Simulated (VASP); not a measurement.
Ir: single point with LDA

Crystal: Ir.

```
Ir
1.0
     2.64210    0.00000    0.00000
    -1.32105    2.28813    0.00000
     0.00000    0.00000    4.16690
Ir
2
Direct
  0.66667 0.33333 0.75000
  0.33333 0.66667 0.25000
```

This isn't the form of Ir at room conditions, which is fcc.

```json
{
 "Program": "VASP 6.6.1",
 "Task": "single point",
 "Functional": "LDA",
 "Potentials or basis": "VASP PAW LDA potentials, release 64 (Ir_sv_GW)",
 "Cutoff": "560 eV",
 "k mesh": "18 × 18 × 10",
 "Occupations": "gaussian, width 0.15 eV",
 "Spin": "no spin polarisation",
 "Dipole correction": "no",
 "Further INCAR settings": "ALGO = Normal; EDIFF = 1e-06; NBANDS = 24"
}
```

* Pressure: 51.3 GPa
* Band gap on the k mesh: zero (bands 17 and 18 overlap by 4.12 eV)

Stress tensor (GPa, compression positive):
```
44.81  0.00  0.00
 0.00 44.81  0.00
 0.00  0.00 64.24
```

Levels at points of the mesh, in eV from the Fermi level:
| k point | band 14 | band 15 | band 16 | band 17 | band 18 | band 19 | band 20 | band 21 |
| --- | --- | --- | --- | --- | --- | --- | --- | --- |
| (0.00, 0.00, 0.00) | -3.84 | -3.84 | -3.20 | -3.20 | -0.74 | 0.25 | 0.25 | 8.59 |
| (0.50, 0.00, 0.00) | -4.09 | -3.40 | 0.63 | 1.23 | 1.36 | 3.39 | 4.96 | 8.94 |
| (0.00, 0.00, 0.50) | -4.94 | -4.94 | -4.94 | -0.58 | -0.58 | -0.58 | -0.58 | 12.85 |
| (0.50, 0.00, 0.50) | -2.79 | -1.26 | -1.26 | 0.99 | 0.99 | 2.27 | 2.27 | 8.69 |

Run time: 50 s on 1 thread of AMD EPYC 9R45 (Zen 5), on a shared host, peak memory 0.2 GiB.

Caveat: the stress differs along the axes, from 45 to 64 GPa; spin-orbit coupling is left out, which moves the levels of the heavy elements.
